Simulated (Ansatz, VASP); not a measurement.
# Two plane-wave programs on W

```xyz
3
Lattice="2.7572 0.0000 0.0000 -0.9191 2.5995 0.0000 0.0000 0.0000 19.8562" Properties=species:S:1:pos:R:3 pbc="T T T"
W     0.9191    1.2997    4.0000
W     0.0000    0.0000    6.1781
W     0.9191    1.2997    8.3562
```

Alike in both runs: task single point; functional PBE; k mesh 10 × 10 × 1; occupations gaussian, width 0.1 eV; no spin polarisation.

|  | VASP | Ansatz |
| --- | --- | --- |
| version | VASP 6.6.1 | Ansatz 0.2.0 |
| potentials or method | VASP PAW PBE potentials, release 64 (W_sv), cutoff 520 eV | scalar-relativistic, plane waves, PAW |
| valence electrons in the cell | 42 | 42 |

VASP gave:

- gap on the k mesh at the Fermi level (eV): none
- rms of the force components (eV/Å): 0.006
- work function, face that differs most (eV): 4.84

Task: What did Ansatz give for the same quantities?

Result: gap on the k mesh at the Fermi level (eV): none; rms of the force components (eV/Å): 0.008; work function, face that differs most (eV): 4.84.

Atom by atom the forces differ by 0.014 eV/Å (rms over components). A gap of «none» marks a metal or a gap that the smearing closes.

Neither program's run includes spin-orbit coupling.
